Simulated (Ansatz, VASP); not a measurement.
**Two plane-wave programs on BP**

POSCAR

```
BP
1.0
    3.2667736237      0.0000000000      0.0000000000
   -1.6333868119      2.8291089465      0.0000000000
    0.0000000000      0.0000000000      8.6326819183
B P
2 2
Direct
    0.3333333333      0.6666666667      0.2500000000
    0.6666666667      0.3333333333      0.7500000000
    0.6666666667      0.3333333333      0.2500000000
    0.3333333333      0.6666666667      0.7500000000
```

The input INCAR.step1:

```
SYSTEM = BP
ALGO = Normal ; EDIFF = 1E-4
ENCUT = 520 ; GGA = PE
ISMEAR = 0 ; LASPH = .True.
LCHARG = .False. ; LREAL = .False.
LWAVE = .True. ; NBANDS = 16
NELM = 100 ; PREC = Accurate
SIGMA = 0.01
```

INCAR.step2

```
SYSTEM = BP
ALGO = Normal ; EDIFF = 1E-6
ENCUT = 520 ; ISIF = 2
ISMEAR = 0 ; ISTART = 1
LASPH = .True. ; LCHARG = .False.
LMIXTAU = .True. ; LREAL = .False.
LWAVE = .False. ; METAGGA = R2SCAN
NBANDS = 16 ; NELM = 100
PREC = Accurate ; SIGMA = 0.01
```

File KPOINTS:

```
k-points
0
Gamma
  9 9 4
  0 0 0
```

Input for Ansatz:

```yaml
crystal:
  lattice:
    - [3.2667736237, 0.0, 0.0]
    - [-1.6333868119, 2.8291089465, 0.0]
    - [0.0, 0.0, 8.6326819183]
  atoms:
    - { symbol: B, position: [0.3333333333, 0.6666666667, 0.25] }
    - { symbol: B, position: [0.6666666667, 0.3333333333, 0.75] }
    - { symbol: P, position: [0.6666666667, 0.3333333333, 0.25] }
    - { symbol: P, position: [0.3333333333, 0.6666666667, 0.75] }
kpoints:
  mp_grid: { grid: [9, 9, 4] }
hamiltonian:
  xc: r2scan
scf:
  occupations: { method: fixed }
  n_extra_bands: 5
output:
  forces: true
  stress: true
  eigenvalues: true
```

Alike in both runs: task single point; functional r2SCAN; k mesh 9 × 9 × 4; no spin polarisation.

```csv
,VASP,Ansatz
version,VASP 6.6.1,Ansatz 0.2.0
potentials or method,"VASP PAW PBE potentials, release 64 (B, P)","plane waves, PAW"
plane-wave cutoff (eV),520,500
occupations,"gaussian, width 0.01 eV",fixed
valence electrons in the cell,16,16
```

VASP gave:

- gap on the k mesh at the Fermi level (eV): 1.14
- pressure (GPa): -5.7
- traceless stress, the component that is largest in VASP (GPa): 5.43

Problem. What did Ansatz give for the same quantities?

Solution. gap on the k mesh at the Fermi level (eV): 1.12; pressure (GPa): -5.3; traceless stress, the component that is largest in VASP (GPa): 5.17.

VASP's potentials were made for PBE, not for r2SCAN.
